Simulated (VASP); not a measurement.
## BiBrO: single point with LDA

BiBrO:

```xyz
6
Lattice="3.8179 0.0000 0.0000 0.0000 3.8179 0.0000 0.0000 0.0000 7.6239" Properties=species:S:1:pos:R:3 pbc="T T T"
Bi    0.0000    1.9089    1.2012
Bi    1.9089    0.0000    6.4227
Br    0.0000    1.9089    4.9687
Br    1.9089    0.0000    2.6552
O     0.0000    0.0000    0.0000
O     1.9089    1.9089    0.0000
```

```
Program                : VASP 6.6.1
Task                   : single point
Functional             : LDA
Potentials or basis    : VASP PAW LDA potentials, release 64 (Bi_d, Br, O)
Cutoff                 : 520 eV
k mesh                 : 8 × 8 × 4
Occupations            : gaussian, width 0.05 eV
Spin                   : no spin polarisation
Dipole correction      : no
Further INCAR settings : ALGO = Normal; EDIFF = 1e-06; NBANDS = 37
```

| Item | Value |
| --- | --- |
| Pressure | 7.8 GPa |
| Largest force | 1.056 eV/Å |
| Band gap on the k mesh | 1.95 eV (least direct gap 2.19 eV) |

Forces on the atoms (eV/Å):
```
Bi   0.000  0.000  1.056
Bi   0.000  0.000 -1.056
Br   0.000  0.000 -0.306
Br   0.000  0.000  0.306
O    0.000  0.000  0.000
O    0.000  0.000  0.000
```

Stress tensor (GPa, compression positive):
```
8.14 0.00 0.00
0.00 8.14 0.00
0.00 0.00 7.21
```

Levels at points of the mesh, in eV from the valence-band top:
```csv
k point,band 26,band 27,band 28,band 29,band 30,band 31
"(0.00, 0.00, 0.00)",-1.20,-1.20,-1.02,2.46,3.32,5.16
"(0.50, 0.00, 0.00)",-0.94,-0.16,-0.16,4.43,4.43,4.83
"(0.50, 0.50, 0.00)",-1.43,-1.04,-1.04,3.46,3.46,5.26
"(0.00, 0.00, 0.50)",-0.77,-0.77,-0.24,1.95,2.36,4.90
"(0.50, 0.00, 0.50)",-0.96,-0.12,-0.12,4.18,4.18,4.92
"(0.50, 0.50, 0.50)",-1.63,-1.46,-1.46,4.45,4.45,5.56
```

Wall time 76 s on 1 thread of Intel(R) Xeon(R) 6975P-C (Granite Rapids), on a shared host, peak memory 0.28 GiB.

Caveat: the cell stands under pressure; spin-orbit coupling is left out, which moves the levels of the heavy elements; forces of over 1 eV/Å act on the atoms, so gaps and moduli don't describe the material at rest. A hybrid or GW would open this gap; LDA tends to underestimate it.
